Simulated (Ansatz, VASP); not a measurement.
## AgRh in VASP and in Ansatz

The input INCAR:

```
PREC = Accurate
ENCUT = 520
EDIFF = 1E-6
ISMEAR = -1
SIGMA = 0.05
LREAL = F
LASPH = T
NELM = 80
ALGO = Normal
ISIF = 2
LWAVE = F
LCHARG = F
GGA = CA
NBANDS = 20
```

Contents of KPOINTS:

```
Automatic mesh
0
Gamma
  11 11 6
```

Contents of POSCAR:

```
AgRh
1.0
    2.8320645439      0.0000000000      0.0000000000
   -1.4160322720      2.4526398402      0.0000000000
    0.0000000000      0.0000000000      4.9029122571
Ag Rh
1 1
Direct
    0.0000000000      0.0000000000      0.5000000000
    0.6666666667      0.3333333333      0.0000000000
```

Contents of input.yaml:

```yaml
crystal:
  lattice:
    - [2.8320645439, 0.0, 0.0]
    - [-1.416032272, 2.4526398402, 0.0]
    - [0.0, 0.0, 4.9029122571]
  atoms:
    - { symbol: Ag, position: [0.0, 0.0, 0.5] }
    - { symbol: Rh, position: [0.6666666667, 0.3333333333, 0.0] }
hamiltonian:
  xc: lda
  pseudopotentials: { kind: paw }
kpoints:
  mp_grid: { grid: [11, 11, 6] }
scf:
  occupations: { method: fermi_dirac, width: 0.05 }
output:
  forces: true
  stress: true
  eigenvalues: true
```

Alike in both runs: task single point; functional LDA; k mesh 11 × 11 × 6; occupations fermi-dirac, width 0.05 eV; no spin polarisation.

|  | VASP | Ansatz |
| --- | --- | --- |
| version | VASP 6.6.1 | Ansatz 0.2.0 |
| potentials or method | VASP PAW LDA potentials, release 64 (Ag, Rh_pv) | Ansatz PAW |
| plane-wave cutoff (eV) | 520 | 420 |
| valence electrons in the cell | 26 | 36 |

VASP gave:

```
gap on the k mesh at the Fermi level (eV)                     : none
pressure (GPa)                                                : -21.2
traceless stress, the component that is largest in VASP (GPa) : 1.13
```

Q: What did Ansatz give for the same quantities?

A: gap on the k mesh at the Fermi level (eV): none; pressure (GPa): -21.5; traceless stress, the component that is largest in VASP (GPa): 1.14.

LDA's correlation is that of Perdew and Zunger in VASP and of Perdew and Wang (1992) in Ansatz. A gap of «none» marks a metal or a gap that the smearing closes. VASP's potentials hold 26 valence electrons a cell and Ansatz's 36, so a difference there can come from the potentials and not from the codes.
